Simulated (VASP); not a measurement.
# MoS2 in VASP: single point with PBE+D3(BJ)

Aim: the single point of MoS2 with PBE+D3(BJ).

Program: VASP 6.6.1. These are calculated values, not measurements. Logs are shortened: lines on timing, memory, paths and dates and some standing lists are left out, and cuts for length are marked.

**1. The cell of the first run**

The cell holds a sheet with vacuum, 6 atoms: a = 3.128 Å, b = 3.128 Å, c = 42.354 Å, α = 90.00°, β = 90.00°, γ = 120.00°.

**2. Single point, PBE+D3(BJ)**

File INCAR:

```
  PREC = Accurate
  ENCUT = 520
  EDIFF = 1E-6
  ISMEAR = 0
  SIGMA = 0.02
  LREAL = False
  LASPH = True
  NELM = 100
  ALGO = Normal
  ISIF = 2
  LWAVE = False
  LCHARG = True
  LDIPOL = True
  IDIPOL = 3
  DIPOL = 0.5 0.5 0.322
  GGA = PE
  IVDW = 12
  LELF = True
  LVHAR = True
  LVACPOTAV = True
  NBANDS = 35
```

File KPOINTS:

```
Automatic mesh
0
Gamma
  12 12 1
```

File POSCAR:

```
MoS2
1.0
    3.1284000000      0.0000000000      0.0000000000
   -1.5642000000      2.7092738732      0.0000000000
    0.0000000000      0.0000000000     42.3539999998
S Mo
4 2
Direct
    0.6666666667      0.3333333333      0.2131130205
    0.6666666667      0.3333333333      0.2874745520
    0.3333333333      0.6666666667      0.3565496251
    0.3333333333      0.6666666667      0.4309111567
    0.3333333333      0.6666666667      0.2503095488
    0.6666666667      0.3333333333      0.3937146284
```

Potentials or basis: VASP PAW PBE potentials, release 64 (S, Mo_sv).

Started as:

```console
$ cat potpaw_PBE.64/S/POTCAR potpaw_PBE.64/Mo_sv/POTCAR > POTCAR
$ mpirun -np 1 vasp_std > vasp.out
```

OUTCAR:

```text
PREC = Accurate
   ENCUT = 520
   EDIFF = 1E-6
   ISMEAR = 0
   LREAL = False
   LASPH = True
   NELM = 100
   ISIF = 2
   GGA = PE
   IVDW = 12
 IVDW          = 12

 ion  position               nearest neighbor table
   1  0.667  0.333  0.213-   5 2.40   5 2.40   5 2.40
   2  0.667  0.333  0.287-   5 2.40   5 2.40   5 2.40
   3  0.333  0.667  0.357-   6 2.40   6 2.40   6 2.40
   4  0.333  0.667  0.431-   6 2.40   6 2.40   6 2.40
   5  0.333  0.667  0.250-   2 2.40   2 2.40   2 2.40   1 2.40   1 2.40   1 2.40
   6  0.667  0.333  0.394-   3 2.40   3 2.40   3 2.40   4 2.40   4 2.40   4 2.40

  LATTYP: Found a hexagonal cell.
 ALAT       =     3.1284000000
 C/A-ratio  =    13.5385500575

  Lattice vectors:

 A1 = (   3.1284000000,   0.0000000000,   0.0000000000)
 A2 = (  -1.5642000000,   2.7092738732,   0.0000000000)
 A3 = (   0.0000000000,   0.0000000000,  42.3539999998)

Analysis of symmetry for initial positions (statically):
=====================================================================
 Subroutine PRICEL returns:
 Original cell was already a primitive cell.

 Routine SETGRP: Setting up the symmetry group for a
 hexagonal supercell.

 Subroutine GETGRP returns: Found 12 space group operations
 (whereof  6 operations were pure point group operations)
 out of a pool of 24 trial point group operations.

The static configuration has the point symmetry C_3v.
 The point group associated with its full space group is D_3d.

Analysis of symmetry for dynamics (positions and initial velocities):
=====================================================================
 Subroutine PRICEL returns:
 Original cell was already a primitive cell.

 Routine SETGRP: Setting up the symmetry group for a
 hexagonal supercell.

 Subroutine GETGRP returns: Found 12 space group operations
 (whereof  6 operations were pure point group operations)
 out of a pool of 24 trial point group operations.

The dynamic configuration has the point symmetry C_3v.
 The point group associated with its full space group is D_3d.

 Subroutine INISYM returns: Found 12 space group operations
 (whereof  6 operations are pure point group operations),
 and found     1 'primitive' translations

----------------------------------------------------------------------------------------

                                     Primitive cell

  volume of cell :     358.9795

  direct lattice vectors                    reciprocal lattice vectors
     3.128400000  0.000000000  0.000000000     0.319652218  0.184551294  0.000000000
    -1.564200000  2.709273873  0.000000000     0.000000000  0.369102589  0.000000000
[... 99 lines left out ...]
   NUPDOWN=      -1.0000    fix difference up-down
   EMIN   =  10.00;   EMAX   =-10.00  energy-range for DOS
   EFERMI =   0.00;   METHOD = LEGACY
   ISMEAR =     0;   SIGMA  =   0.02  broadening in eV -4-tet -1-fermi 0-gaus
   EFERMI_NEDOS =   21; number of points for ismear=-14 and -15
   IALGO  =     38    algorithm
   IMIX   =      4    mixing-type and parameters
     AMIX     =   0.40;   BMIX     =  1.00
     AMIX_MAG =   1.60;   BMIX_MAG =  1.00
  volume/ion in A,a.u.               =      59.83       403.75
  Fermi-wavevector in a.u.,A,eV,Ry     =   0.859777  1.624744 10.057662  0.739217
  Thomas-Fermi vector in A             =   1.977183
   LORBIT       =      0    0 simple, 1 ext, 2 COOP (PROOUT), +10 PAW based schemes
   GGA     = PE    functional components
   LHFCALC =     F    Hartree Fock is set to
   AEXX    =    0.0000 exact exchange contribution
   IVDW    =    12    specifies the selected vdW correction
   LEPSILON=     F    determine dielectric tensor
   LRPA    =     F    only Hartree local field effects (RPA)
 non-spin polarized calculation
 Gauss-broadening in eV      SIGMA  =   0.02
  energy-cutoff  :      520.00
  volume of cell :      358.98
 maximum number of plane-waves:      9718
 NGX is ok and might be reduce to    24
   NGX = 11   NGY = 11   NGZ =157

 dipolmoment           0.000000      0.000000     -0.000001 electrons x Angstroem

 number of electron      52.0000004 magnetization

 dipolmoment           0.000000      0.000000      0.000000 electrons x Angstroem

 Free energy of the ion-electron system (eV)
  ---------------------------------------------------
  ext. energy  EPLUGINS =         0.00000000
  ---------------------------------------------------
  free energy    TOTEN  =       -43.57968108 eV

  energy without entropy =      -43.57968108  energy(sigma->0) =      -43.57968108

 E-fermi :  -1.5688     XC(G=0):  -3.4499

 val. band max:       -1.6650886059   @ k =   0.0000   0.0000   0.0000
 cond. band min:      -0.4054102403   @ k =   0.1667   0.1667   0.0000
 fundamental gap:      1.2596783656
 Fermi energy:        -1.5687800821

 k-point     1 :       0.0000    0.0000    0.0000
  band No.  band energies     occupation
      1     -62.8890      2.00000
      2     -62.8890      2.00000
      3     -37.0667      2.00000
      4     -37.0666      2.00000
      5     -36.7965      2.00000
      6     -36.7965      2.00000
[... 711 lines left out ...]
     34       3.0137      0.00000
     35       4.8866      0.00000

------------------------ aborting loop because EDIFF is reached ----------------------------------------

 Edisp (eV)   -2.28233

 E8    (eV) :    -0.9537

  FORCE on cell =-STRESS in cart. coord.  units (eV):
  Direction    XX          YY          ZZ          XY          YZ          ZX
  --------------------------------------------------------------------------------------
  -------------------------------------------------------------------------------------
  Total       1.29933     1.29933    -0.11345    -0.00000     0.00000     0.00000
  in kB       5.79909     5.79909    -0.50636    -0.00000     0.00000     0.00000
  external pressure =        3.70 kB  Pullay stress =        0.00 kB

 VOLUME and BASIS-vectors are now :
 -----------------------------------------------------------------------------
  energy-cutoff  :      520.00
  volume of cell :      358.98
      direct lattice vectors                 reciprocal lattice vectors
     3.128400000  0.000000000  0.000000000     0.319652218  0.184551294  0.000000000
    -1.564200000  2.709273873  0.000000000     0.000000000  0.369102589  0.000000000
     0.000000000  0.000000000 42.354000000     0.000000000  0.000000000  0.023610521

 POSITION                                       TOTAL-FORCE (eV/Angst)
 -----------------------------------------------------------------------------------
      1.56420      0.90309      9.02619        -0.000000     -0.000000      0.010417
      1.56420      0.90309     12.17570        -0.000000      0.000000     -0.014011
     -0.00000      1.80618     15.10130         0.000000      0.000000      0.014011
     -0.00000      1.80618     18.25081         0.000000      0.000000     -0.010417
     -0.00000      1.80618     10.60161        -0.000000     -0.000000      0.001725
      1.56420      0.90309     16.67539         0.000000      0.000000     -0.001725
 -----------------------------------------------------------------------------------
    total drift:                               -0.000000     -0.000000      0.000063

  FREE ENERGIE OF THE ION-ELECTRON SYSTEM (eV)
  ---------------------------------------------------
  free  energy   TOTEN  =       -45.8620070307 eV

  energy  without entropy=      -45.8620070307  energy(sigma->0) =      -45.86200703

 vacuum level on the upper side and lower side of the slab         3.787         3.787
```

OSZICAR:

```text
N       E                     dE             d eps       ncg     rms          rms(c)
DAV:   1     0.443508094351E+03    0.44351E+03   -0.25819E+04  1658   0.118E+03
DAV:   2    -0.932693499873E+01   -0.45284E+03   -0.44050E+03  1822   0.286E+02
DAV:   3    -0.455334257601E+02   -0.36206E+02   -0.35689E+02  1667   0.761E+01
[... 16 lines left out ...]
DAV:  20    -0.435796557307E+02   -0.15697E-04   -0.43470E-07  1108   0.231E-03    0.123E-03
DAV:  21    -0.435796736694E+02   -0.17939E-04   -0.56626E-07  1038   0.163E-03    0.605E-04
DAV:  22    -0.435796771477E+02   -0.34782E-05   -0.67458E-08   953   0.797E-04    0.290E-04
DAV:  23    -0.435796806375E+02   -0.34898E-05   -0.11365E-07   981   0.632E-04    0.183E-04
DAV:  24    -0.435796810836E+02   -0.44618E-06   -0.82840E-09   824   0.333E-04
   1 F= -.45862007E+02 E0= -.45862007E+02  d E =-.666084E-14
```

stdout:

```text
POSCAR found type information on POSCAR S Mo
 POSCAR found :  2 types and       6 ions
 scaLAPACK will be used
 LDA part: xc-table for (Slater+PW92), standard interpolation
 POSCAR, INCAR and KPOINTS ok, starting setup
 FFT: planning ... GRIDC
 FFT: planning ... GRID_SOFT
 FFT: planning ... GRID
 WAVECAR not read
 entering main loop
 -----------------------------------------------------------------------------
|                                                                             |
|           W    W    AA    RRRRR   N    N  II  N    N   GGGG   !!!           |
|           W    W   A  A   R    R  NN   N  II  NN   N  G    G  !!!           |
|           W    W  A    A  R    R  N N  N  II  N N  N  G       !!!           |
|           W WW W  AAAAAA  RRRRR   N  N N  II  N  N N  G  GGG   !            |
|           WW  WW  A    A  R   R   N   NN  II  N   NN  G    G                |
|           W    W  A    A  R    R  N    N  II  N    N   GGGG   !!!           |
|                                                                             |
|     Did not find any points to average over, which means that no vacuum     |
|     field-free region was found. Please increase the size of  your cell     |
|     in the dimension of the dipole correction to obtain accurate            |
|     workfunction values.                                                    |
|                                                                             |
 -----------------------------------------------------------------------------
```

Run time: 3.2 min. Hardware: 1 thread of Intel Xeon Platinum 8559C (Emerald Rapids), shared host; peak memory 0.54 GiB.

Results:

```yaml
Free_energy: -45.8620 eV
Largest_force: 0.014 eV/Å
Band_gap_on_the_k_mesh: 1.26 eV, indirect (least direct gap 1.83 eV)
Dispersion_energy_per_atom: -0.380 eV
```

Forces in eV/Å, atoms in the order of the input:
```
S    0.000  0.000  0.010
S    0.000  0.000 -0.014
S    0.000  0.000  0.014
S    0.000  0.000 -0.010
Mo   0.000  0.000  0.002
Mo   0.000  0.000 -0.002
```
